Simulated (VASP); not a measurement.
# Ta4N3 (I4/mmm) in VASP: further runs

The runs below take Ta4N3 through relaxation of shape and atoms at fixed volume, single point, with PBEsol.

Program: VASP 6.6.1. These are calculated values, not measurements. Logs are shortened: lines on timing, memory, paths and dates and some standing lists are left out, and cuts for length are marked.

### Step 1. The cell of the first run

Symmetry: I4/mmm, No. 139, tetragonal system. The conventional cell has a = 4.268 Å, b = 4.268 Å, c = 8.372 Å, α = 90.00°, β = 90.00°, γ = 90.00°. Ta (site symmetry mmm) has 4 N at 2.09 to 2.13 Å within 2.8 Å. Within 2.8 Å of Ta (site symmetry 4mm) lie 5 N at 2.14 to 2.19 Å. Within 2.8 Å of N (site symmetry -4m2) lie 6 Ta at 2.09 to 2.14 Å. N (site symmetry 4/mmm) has 6 Ta at 2.13 to 2.19 Å within 2.8 Å.

### Step 2. Relaxation of shape and atoms at fixed volume, PBEsol (10.89 Å³/atom)

Input file INCAR:

```
SYSTEM = Ta4N3
ALGO = Fast
EDIFF = 1E-6
EDIFFG = -0.01
ENCUT = 600
GGA = PS
IBRION = 2
ISIF = 4
ISMEAR = 0
LASPH = .TRUE.
LCHARG = .FALSE.
LREAL = .FALSE.
LWAVE = .FALSE.
NELM = 60
NSW = 50
PREC = Accurate
SIGMA = 0.1
```

Input file KPOINTS:

```
k-points
0
G
  12 12 12
  0 0 0
```

Input file POSCAR:

```
Ta4N3
1.0
   -2.1339770288      2.1339770288      4.1859327791
    2.1339770288     -2.1339770288      4.1859327791
    2.1339770288      2.1339770288     -4.1859327791
Ta N
4 3
Direct
    0.0000000000      0.5000000000      0.5000000000
    0.2611583415      0.2611583415      0.0000000000
    0.5000000000      0.0000000000      0.5000000000
    0.7388416585      0.7388416585      0.0000000000
    0.7500000000      0.2500000000      0.5000000000
    0.0000000000      0.0000000000      0.0000000000
    0.2500000000      0.7500000000      0.5000000000
```

Potentials or basis: VASP PAW PBE potentials, release 64 (Ta_pv, N).

Command:

```sh
> cat potpaw_PBE.64/Ta_pv/POTCAR potpaw_PBE.64/N/POTCAR > POTCAR
> mpirun -np 1 vasp_std > vasp.out
```

OUTCAR:

```text
SYSTEM = Ta4N3
   EDIFF = 1E-6
   EDIFFG = -0.01
   ENCUT = 600
   GGA = PS
   IBRION = 2
   ISIF = 4
   ISMEAR = 0
   LASPH = .TRUE.
   LREAL = .FALSE.
   NELM = 60
   NSW = 50
   PREC = Accurate

 ion  position               nearest neighbor table
   1  0.000  0.500  0.500-   5 2.09   7 2.09   6 2.13   6 2.13   4 2.92   4 2.92   2 2.92   2 2.92
                             3 3.02   3 3.02   3 3.02   3 3.02   2 3.06   4 3.06   2 3.06   4 3.06
   2  0.261  0.261  0.000-   5 2.14   7 2.14   7 2.14   5 2.14   6 2.19   1 2.92   3 2.92   3 2.92
                             1 2.92   4 3.02   4 3.02   4 3.02   4 3.02   1 3.06   3 3.06   1 3.06
   3  0.500  0.000  0.500-   5 2.09   7 2.09   6 2.13   6 2.13   4 2.92   4 2.92   2 2.92   2 2.92
                             1 3.02   1 3.02   1 3.02   1 3.02   2 3.06   4 3.06   2 3.06   4 3.06
   4  0.739  0.739  0.000-   7 2.14   5 2.14   5 2.14   7 2.14   6 2.19   3 2.92   1 2.92   3 2.92
                             1 2.92   2 3.02   2 3.02   2 3.02   2 3.02   3 3.06   1 3.06   1 3.06
   5  0.750  0.250  0.500-   1 2.09   3 2.09   2 2.14   4 2.14   2 2.14   4 2.14
   6  0.000  0.000  0.000-   1 2.13   3 2.13   1 2.13   3 2.13   2 2.19   4 2.19
   7  0.250  0.750  0.500-   1 2.09   3 2.09   2 2.14   4 2.14   2 2.14   4 2.14

  LATTYP: Found a body centered tetragonal cell.
 ALAT       =     4.2679540576
 C/A-ratio  =     1.9615641230

  Lattice vectors:

 A1 = (  -2.1339770288,   2.1339770288,   4.1859327791)
 A2 = (   2.1339770288,  -2.1339770288,   4.1859327791)
 A3 = (   2.1339770288,   2.1339770288,  -4.1859327791)

Analysis of symmetry for initial positions (statically):
=====================================================================
 Subroutine PRICEL returns:
 Original cell was already a primitive cell.

 Routine SETGRP: Setting up the symmetry group for a
 body centered tetragonal supercell.

 Subroutine GETGRP returns: Found 16 space group operations
 (whereof 16 operations were pure point group operations)
 out of a pool of 16 trial point group operations.

The static configuration has the point symmetry D_4h.

Analysis of symmetry for dynamics (positions and initial velocities):
=====================================================================
 Subroutine PRICEL returns:
 Original cell was already a primitive cell.

 Routine SETGRP: Setting up the symmetry group for a
 body centered tetragonal supercell.

 Subroutine GETGRP returns: Found 16 space group operations
 (whereof 16 operations were pure point group operations)
 out of a pool of 16 trial point group operations.

The dynamic configuration has the point symmetry D_4h.

 Subroutine INISYM returns: Found 16 space group operations
 (whereof 16 operations are pure point group operations),
 and found     1 'primitive' translations

----------------------------------------------------------------------------------------

                                     Primitive cell

  volume of cell :      76.2486

  direct lattice vectors                    reciprocal lattice vectors
    -2.133977029  2.133977029  4.185932779     0.000000000  0.234304303  0.119447690
     2.133977029 -2.133977029  4.185932779     0.234304303  0.000000000  0.119447690
     2.133977029  2.133977029 -4.185932779     0.234304303  0.234304303  0.000000000

  length of vectors
     5.160402034  5.160402034  5.160402034     0.262994785  0.262994785  0.331356323

  position of ions in fractional coordinates (direct lattice)
     0.000000000  0.500000000  0.500000000
     0.261158341  0.261158341  0.000000000
     0.500000000  0.000000000  0.500000000
     0.738841659  0.738841659  0.000000000
     0.750000000  0.250000000  0.500000000
     0.000000000  0.000000000  0.000000000
     0.250000000  0.750000000  0.500000000

  ion indices of the primitive-cell ions
   primitive index   ion index
                 1           1
                 2           2
                 3           3
                 4           4
                 5           5
                 6           6
                 7           7

----------------------------------------------------------------------------------------

 KPOINTS: k-points

Automatic generation of k-mesh.
 Grid dimensions read from file:
 generate k-points for:   12   12   12

 Generating k-lattice:

  Cartesian coordinates                     Fractional coordinates (reciprocal lattice)
     0.000000000  0.019525359  0.009953974     0.083333333  0.000000000  0.000000000
     0.019525359  0.000000000  0.009953974     0.000000000  0.083333333  0.000000000
     0.019525359  0.019525359  0.000000000     0.000000000  0.000000000  0.083333333

  Length of vectors
     0.021916232  0.021916232  0.027613027

  Shift w.r.t. Gamma in fractional coordinates (k-lattice)
     0.000000000  0.000000000  0.000000000

 Subroutine IBZKPT returns following result:
 ===========================================

 Found    163 irreducible k-points:

 Following reciprocal coordinates:
            Coordinates               Weight
  0.000000  0.000000  0.000000      1.000000
  0.083333  0.000000  0.000000      8.000000
  0.166667 -0.000000  0.000000      8.000000
  0.250000  0.000000  0.000000      8.000000
  0.333333  0.000000  0.000000      8.000000
  0.416667 -0.000000  0.000000      8.000000
[... 16 lines left out ...]
  0.500000  0.166667  0.000000     16.000000
 -0.416667  0.166667 -0.000000     16.000000
 [... further k-points ...]
   k-points           NKPTS =    163   k-points in BZ     NKDIM =    163   number of bands    NBANDS=     35
   number of dos      NEDOS =    301   number of ions     NIONS =      7
   total plane-waves  NPLWV =  74088
   dimension x,y,z NGX =    42 NGY =   42 NGZ =   42
   dimension x,y,z NGXF=    84 NGYF=   84 NGZF=   84
   ions per type =               4   3
   NGX,Y,Z   is equivalent  to a cutoff of  13.53, 13.53, 13.53 a.u.
   NGXF,Y,Z  is equivalent  to a cutoff of  27.06, 27.06, 27.06 a.u.
 SYSTEM =  Ta4N3
   PREC   = accura    normal or accurate (medium, high low for compatibility)
   ISTART =      0    job   : 0-new  1-cont  2-samecut
   ICHARG =      2    charge: 1-file 2-atom 10-const
   ISPIN  =      1    spin polarized calculation?
   LNONCOLLINEAR =      F non collinear calculations
   LSORBIT =      F    spin-orbit coupling
   LASPH  =      T    aspherical Exc in radial PAW
   ENCUT  =  600.0 eV  44.10 Ry    6.64 a.u.  10.31 10.31 10.31*2*pi/ulx,y,z
   NELM   =     60;   NELMIN=  2; NELMDL= -5     # of ELM steps
   EDIFF  = 0.1E-05   stopping-criterion for ELM
   LREAL  =      F    real-space projection
   EDIFFG = -.1E-01   stopping-criterion for IOM
   NSW    =     50    number of steps for IOM
   IBRION =      2    ionic relax: 0-MD 1-quasi-New 2-CG
   NFREE  =      1    steps in history (QN), initial steepest desc. (CG)
   ISIF   =      4    stress and relaxation
   ISYM   =      2    0-nonsym 1-usesym 2-fastsym
   POTIM  = 0.5000    time-step for ionic-motion
   TEBEG  =    0.0;   TEEND  =   0.0 temperature during run
   PSTRESS=    0.0 pullay stress
   NELECT =      59.0000    total number of electrons
   NUPDOWN=      -1.0000    fix difference up-down
   EMIN   =  10.00;   EMAX   =-10.00  energy-range for DOS
   EFERMI =   0.00;   METHOD = LEGACY
   ISMEAR =     0;   SIGMA  =   0.10  broadening in eV -4-tet -1-fermi 0-gaus
   EFERMI_NEDOS =   21; number of points for ismear=-14 and -15
   IALGO  =     68    algorithm
   IMIX   =      4    mixing-type and parameters
     AMIX     =   0.40;   BMIX     =  1.00
     AMIX_MAG =   1.60;   BMIX_MAG =  1.00
  volume/ion in A,a.u.               =      10.89        73.51
  Fermi-wavevector in a.u.,A,eV,Ry     =   1.502963  2.840188 30.734166  2.258897
  Thomas-Fermi vector in A             =   2.614135
   LORBIT       =      0    0 simple, 1 ext, 2 COOP (PROOUT), +10 PAW based schemes
   GGA     = PS    functional components
   LHFCALC =     F    Hartree Fock is set to
   AEXX    =    0.0000 exact exchange contribution
   IVDW    =     0    specifies the selected vdW correction
   LEPSILON=     F    determine dielectric tensor
   LRPA    =     F    only Hartree local field effects (RPA)
 conjugate gradient relaxation of ions
 non-spin polarized calculation
 RMM-DIIS sequential band-by-band and
 Gauss-broadening in eV      SIGMA  =   0.10
  energy-cutoff  :      600.00
  volume of cell :       76.25
 maximum number of plane-waves:      2565
 NGX is ok and might be reduce to    42
   NGX = 21   NGY = 21   NGZ = 21

--------------------------------------- Ionic step        1  -------------------------------------------

 number of electron      58.9999999 magnetization

 Free energy of the ion-electron system (eV)
  ---------------------------------------------------
  ext. energy  EPLUGINS =         0.00000000
  ---------------------------------------------------
  free energy    TOTEN  =       -83.27608880 eV

  energy without entropy =      -83.26499789  energy(sigma->0) =      -83.27054335

------------------------ aborting loop because EDIFF is reached ----------------------------------------

  FORCE on cell =-STRESS in cart. coord.  units (eV):
  Direction    XX          YY          ZZ          XY          YZ          ZX
  --------------------------------------------------------------------------------------
  -------------------------------------------------------------------------------------
  Total       11.6463463     11.6463463     11.7009089      0.0000000      0.0000000      0.0000000
  in kB      244.7194915    244.7194915    245.8659910      0.0000000      0.0000000      0.0000000
  external PRESSURE =     245.1016580 kB  Pullay stress =       0.0000000 kB
[... 149 lines left out ...]
  energy  without entropy=      -83.2653930067  energy(sigma->0) =      -83.27096710

--------------------------------------- Ionic step        5  -------------------------------------------

 number of electron      58.9999999 magnetization

 Free energy of the ion-electron system (eV)
  ---------------------------------------------------
  ext. energy  EPLUGINS =         0.00000000
  ---------------------------------------------------
  free energy    TOTEN  =       -83.27659079 eV

  energy without entropy =      -83.26550600  energy(sigma->0) =      -83.27104840

 E-fermi :   8.8893     XC(G=0): -13.7780

 val. band max:        8.8833778056   @ k =  -0.1667   0.0833  -0.0000
 cond. band min:       8.8901265085   @ k =  -0.4167   0.1667   0.0833
 fundamental gap:      0.0067487029
 Fermi energy:         8.8892676602

 k-point     1 :       0.0000    0.0000    0.0000
  band No.  band energies     occupation
      1     -26.8022      2.00000
      2     -26.8022      2.00000
      3     -26.7291      2.00000
      4     -26.3576      2.00000
      5     -26.3576      2.00000
      6     -26.2080      2.00000
[... 901 lines left out ...]
     34      11.1266      0.00000
     35      11.6516      0.00000

 [... further k-points ...]

------------------------ aborting loop because EDIFF is reached ----------------------------------------

  FORCE on cell =-STRESS in cart. coord.  units (eV):
  Direction    XX          YY          ZZ          XY          YZ          ZX
  --------------------------------------------------------------------------------------
  -------------------------------------------------------------------------------------
  Total       11.6388715     11.6388715     11.6552560      0.0000000     -0.0000000      0.0000000
  in kB      244.5624273    244.5624273    244.9067062      0.0000000     -0.0000000      0.0000000
  external PRESSURE =     244.6771869 kB  Pullay stress =       0.0000000 kB
[... 22 lines left out ...]
  FREE ENERGIE OF THE ION-ELECTRON SYSTEM (eV)
  ---------------------------------------------------
  free  energy   TOTEN  =       -83.2765907946 eV

  energy  without entropy=      -83.2655060018  energy(sigma->0) =      -83.27104840

 reached required accuracy - stopping structural energy minimisation
```

It took 37 min on 1 thread of Oxide Virtual Turin-like, shared host; peak memory 0.54 GiB.

What came out:

```yaml
Free_energy: -83.2766 eV
Energy_gained_by_relaxing: 0.1 meV/atom
Ionic_steps: 5
Pressure_after_relaxing: 24.5 GPa
Largest_force_after_relaxing: 0.007 eV/Å
Band_gap_on_the_k_mesh: zero (an odd number of electrons rules out a gap without spin polarisation)
```

Forces in eV/Å, atoms in the order of the input:
```
Ta   0.000  0.000  0.000
Ta   0.000  0.000  0.007
Ta   0.000  0.000  0.000
Ta   0.000  0.000 -0.007
N    0.000  0.000  0.000
N    0.000  0.000  0.000
N    0.000  0.000  0.000
```

Step by step:
```csv
step,energy change (eV),largest force (eV/Å),pressure (GPa),volume (Å³)
1,0.0000,0.0789,24.51,76.25
2,-0.0004,0.0279,24.48,76.25
3,-0.0004,0.0102,24.47,76.25
4,-0.0005,0.0015,24.47,76.25
5,-0.0005,0.0073,24.47,76.25
```

Final structure:
```
CELL_PARAMETERS angstrom
-2.13409 2.13409 4.18550
2.13409 -2.13409 4.18550
2.13409 2.13409 -4.18550
ATOMIC_POSITIONS crystal
Ta 0.00000 0.50000 0.50000
Ta 0.26187 0.26187 0.00000
Ta 0.50000 0.00000 0.50000
Ta 0.73813 0.73813 0.00000
N 0.75000 0.25000 0.50000
N 0.00000 0.00000 0.00000
N 0.25000 0.75000 0.50000
```

Caveat: the PAW data sets were made with another functional, which shifts forces and pressure a little; spin-orbit coupling is left out, which moves the levels of the heavy elements.

### Step 3. Single point, PBEsol

This run uses another cell than the first one, of 11.59 Å³/atom.

Input file INCAR:

```
SYSTEM = Ta4N3
ALGO = Fast ; EDIFF = 1E-7
ENCUT = 520 ; GGA = PS
ISIF = 2 ; ISMEAR = 0
LASPH = .True. ; LCHARG = .False.
LREAL = .False. ; LWAVE = .False.
NBANDS = 38 ; NELM = 80
PREC = Accurate ; SIGMA = 0.1
```

Input file KPOINTS:

```
k-points
0
Gamma
  12 12 12
  0 0 0
```

Input file POSCAR:

```
Ta4N3
1.0
   -2.1785721947      2.1785721947      4.2726760247
    2.1785721947     -2.1785721947      4.2726760247
    2.1785721947      2.1785721947     -4.2726760247
Ta N
4 3
Direct
    0.0000000000      0.5000000000      0.5000000000
    0.2607537427      0.2607537427      0.0000000000
    0.5000000000      0.0000000000      0.5000000000
    0.7392462573      0.7392462573      0.0000000000
    0.7500000000      0.2500000000      0.5000000000
    0.0000000000      0.0000000000      0.0000000000
    0.2500000000      0.7500000000      0.5000000000
```

Potentials or basis: VASP PAW PBE potentials, release 64 (Ta_pv, N).

Command:

```sh
> cat potpaw_PBE.64/Ta_pv/POTCAR potpaw_PBE.64/N/POTCAR > POTCAR
> mpirun -np 1 vasp_std > vasp.out
```

Wall time 13 min (1 thread of Oxide Virtual Turin-like, shared host); peak memory 0.48 GiB.

It converged, with:

| Property | Result |
| --- | --- |
| Free energy | -83.6376 eV |
| Pressure | 0.7 GPa |
| Largest force | 0.033 eV/Å |
| Band gap on the k mesh | zero (an odd number of electrons rules out a gap without spin polarisation) |

Forces on the atoms (eV/Å):
```
Ta   0.000  0.000  0.000
Ta   0.000  0.000  0.033
Ta   0.000  0.000  0.000
Ta   0.000  0.000 -0.033
N    0.000  0.000  0.000
N    0.000  0.000  0.000
N    0.000  0.000  0.000
```

Stress tensor (GPa, compression positive):
```
0.69 0.00 0.00
0.00 0.69 0.00
0.00 0.00 0.78
```

Levels at points of the mesh, in eV from the Fermi level:
| k point | band 27 | band 28 | band 29 | band 30 | band 31 | band 32 | band 33 | band 34 |
| --- | --- | --- | --- | --- | --- | --- | --- | --- |
| (0.00, 0.00, 0.00) | -1.24 | -1.24 | -0.95 | -0.61 | -0.61 | 0.90 | 0.99 | 0.99 |
| (0.50, 0.00, 0.00) | -1.54 | -1.27 | -0.46 | -0.07 | 0.66 | 1.15 | 1.36 | 2.53 |
| (0.50, 0.50, 0.00) | -1.60 | -1.55 | 1.27 | 1.37 | 1.40 | 2.34 | 2.41 | 2.71 |
| (0.50, 0.50, 0.50) | -3.97 | -3.75 | -2.81 | 0.90 | 0.90 | 1.53 | 2.48 | 2.85 |

Caveat: the PAW data sets were made with another functional, which shifts forces and pressure a little; spin-orbit coupling is left out, which moves the levels of the heavy elements.

### Step 4. Single point, PBEsol (11.94 Å³/atom)

This run uses another cell than the first one, of 11.94 Å³/atom.

Input file INCAR:

```
SYSTEM = Ta4N3
PREC = Accurate
ENCUT = 520
EDIFF = 1E-6
ISMEAR = 0
SIGMA = 0.1
LREAL = .FALSE.
LASPH = .TRUE.
NELM = 100
ALGO = Fast
ISIF = 2
LWAVE = .FALSE.
LCHARG = .TRUE.
GGA = PS
LELF = .TRUE.
LVHAR = .TRUE.
NBANDS = 38
```

Input file KPOINTS:

```
Automatic mesh
0
G
  12 12 12
  0 0 0
```

Input file POSCAR:

```
Ta4N3
1.0
   -2.2000749321      2.2000749321      4.3152519340
    2.2000749321     -2.2000749321      4.3152519340
    2.2000749321      2.2000749321     -4.3152519340
Ta N
4 3
Direct
    0.0000000000      0.5000000000      0.5000000000
    0.2604736008      0.2604736008      0.0000000000
    0.5000000000      0.0000000000      0.5000000000
    0.7395263992      0.7395263992      0.0000000000
    0.7500000000      0.2500000000      0.5000000000
    0.0000000000      0.0000000000      0.0000000000
    0.2500000000      0.7500000000      0.5000000000
```

Command:

```sh
> cat potpaw_PBE.64/Ta_pv/POTCAR potpaw_PBE.64/N/POTCAR > POTCAR
> mpirun -np 1 vasp_std > vasp.out
```

It took 15 min on 1 thread of Oxide Virtual Turin-like, shared host; peak memory 0.49 GiB.

Results (log left out):

```yaml
Free_energy: -83.5774 eV
Pressure: -8.6 GPa
Largest_force: 0.020 eV/Å
Band_gap_on_the_k_mesh: zero (an odd number of electrons rules out a gap without spin polarisation)
```

Forces on the atoms (eV/Å):
```
Ta   0.000  0.000  0.000
Ta   0.000  0.000  0.020
Ta   0.000  0.000  0.000
Ta   0.000  0.000 -0.020
N    0.000  0.000  0.000
N    0.000  0.000  0.000
N    0.000  0.000  0.000
```

Levels at points of the mesh, in eV from the Fermi level:
```csv
k point,band 28,band 29,band 30,band 31,band 32,band 33
"(0.00, 0.00, 0.00)",-1.19,-0.91,-0.59,-0.59,0.86,0.96
"(0.50, 0.00, 0.00)",-1.23,-0.47,-0.06,0.65,1.11,1.31
"(0.50, 0.50, 0.00)",-1.49,1.23,1.32,1.35,2.24,2.32
"(0.50, 0.50, 0.50)",-3.60,-2.70,0.86,0.86,1.46,2.37
```

Caveat: the cell stands under tension; the PAW data sets were made with another functional, which shifts forces and pressure a little; spin-orbit coupling is left out, which moves the levels of the heavy elements.

### Step 5. Overview

| task | cell | cutoff (eV) | gap on the mesh (eV) | pressure (GPa) | largest force (eV/Å) |
| --- | --- | --- | --- | --- | --- |
| relaxation of shape and atoms at fixed volume | relaxed from a = 5.160 Å, angles 131.1, 131.1, 71.6°, 7 atoms, atomic positions A | 600 | none | 24.5 | 0.01 |
| single point | a = 5.268 Å, angles 131.1, 131.1, 71.6°, 7 atoms, atomic positions B | 520 | none | 0.7 | 0.03 |
| single point | a = 5.320 Å, angles 131.1, 131.1, 71.6°, 7 atoms, atomic positions C | 520 | none | -8.6 | 0.02 |

Alike in all rows: level PBEsol; potentials or basis VASP PAW PBE potentials, release 64 (Ta_pv, N); no spin polarisation; k mesh 12 × 12 × 12; smearing gaussian 0.1 eV.

Caveats: the PAW data sets were made with another functional, which shifts forces and pressure a little; spin-orbit coupling is left out, which moves the levels of the heavy elements; the cell stands under tension (at least some runs).

Total energies depend on the potentials used, so only differences within one code and one set of settings carry meaning.
